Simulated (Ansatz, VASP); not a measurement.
**One calculation of CdI2, two programs**

```
CELL_PARAMETERS angstrom
4.24400 0.00000 0.00000
-2.12200 3.67541 0.00000
0.00000 0.00000 7.03048
ATOMIC_POSITIONS crystal
Cd 0.00000 0.00000 0.00000
I 0.33333 0.66667 0.24920
I 0.66667 0.33333 0.75080
```

Change from the starting cell: strain +0.000 along x and y, +0.025 along z, atoms carried along.

Alike in both runs: task single point; functional PBE; dispersion D3(BJ); k mesh 9 × 9 × 4; occupations gaussian, width 0.05 eV; no spin polarisation.

```csv
,VASP,Ansatz
version,VASP 6.6.1,Ansatz 0.2.0
potentials or method,"VASP PAW PBE potentials, release 64 (Cd, I), cutoff 500 eV","scalar-relativistic, plane waves, PAW"
valence electrons in the cell,26,54
```

|  | VASP | Ansatz | Ansatz less VASP |
| --- | --- | --- | --- |
| gap on the k mesh at the Fermi level (eV) | 2.32 | 2.32 | +0.007 |
| least direct gap on the mesh (eV) | 2.53 | 2.54 | +0.010 |
| pressure (GPa) | -0.4 | -0.5 | -0.09 |
| traceless stress, the component that is largest in VASP (GPa) | -0.28 | -0.28 | +0.003 |
| rms of the force components (eV/Å) | 0.021 | 0.030 | +0.0094 |

Atom by atom the forces differ by 0.009 eV/Å (rms over components). VASP's potentials hold 26 valence electrons a cell and Ansatz's 54, so a difference there can come from the potentials and not from the codes.

Spin-orbit coupling is off throughout.
